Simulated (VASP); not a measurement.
Wanted: the native input for a VASP 6.6.1 run.

```yaml
Task: single point
Functional: PBEsol
Potentials_or_basis: VASP PAW PBE potentials, release 64 (Ru_pv)
Cutoff: 520 eV
k_mesh: 18 × 18 × 10
Occupations: gaussian, width 0.15 eV
Spin: no spin polarisation
Dipole_correction: no
Further_INCAR_settings: ALGO = Fast; EDIFF = 1e-07; NBANDS = 21
```

The structure of Ru lies in POSCAR:

```
Ru
1.0
    2.5391000000      0.0000000000      0.0000000000
   -1.2695500000      2.1989251028      0.0000000000
    0.0000000000      0.0000000000      3.7421000000
Ru
2
Direct
    0.3333333333      0.6666666667      0.2500000000
    0.6666666667      0.3333333333      0.7500000000
```

These files were run (other wordings do the same):

INCAR

```
SYSTEM = Ru
ALGO = Fast ; EDIFF = 1E-7
ENCUT = 520 ; GGA = PS
ISIF = 2 ; ISMEAR = 0
LASPH = .True. ; LCHARG = .True.
LELF = .True. ; LREAL = .False.
LVHAR = .True. ; LWAVE = .False.
NBANDS = 21 ; NELM = 80
PREC = Accurate ; SIGMA = 0.15
```

KPOINTS

```
k-points
0
Gamma
  18 18 10
  0 0 0
```

Potentials or basis: VASP PAW PBE potentials, release 64 (Ru_pv).

Launch:

```bash
$ cat potpaw_PBE.64/Ru_pv/POTCAR > POTCAR
$ mpirun -np 1 vasp_std > vasp.out
```

It gave:

```json
{"Pressure": "156.2 GPa", "Band gap on the k mesh": "zero (band 14 reaches 20.16 eV, above the bottom of band 15 at 15.48 eV)"}
```

Caveat: the PAW data sets were made with another functional, which shifts forces and pressure a little.

It took 57 s on 1 thread of Intel(R) Xeon(R) Platinum 8488C (Sapphire Rapids) (shared host), peak memory 0.19 GiB.
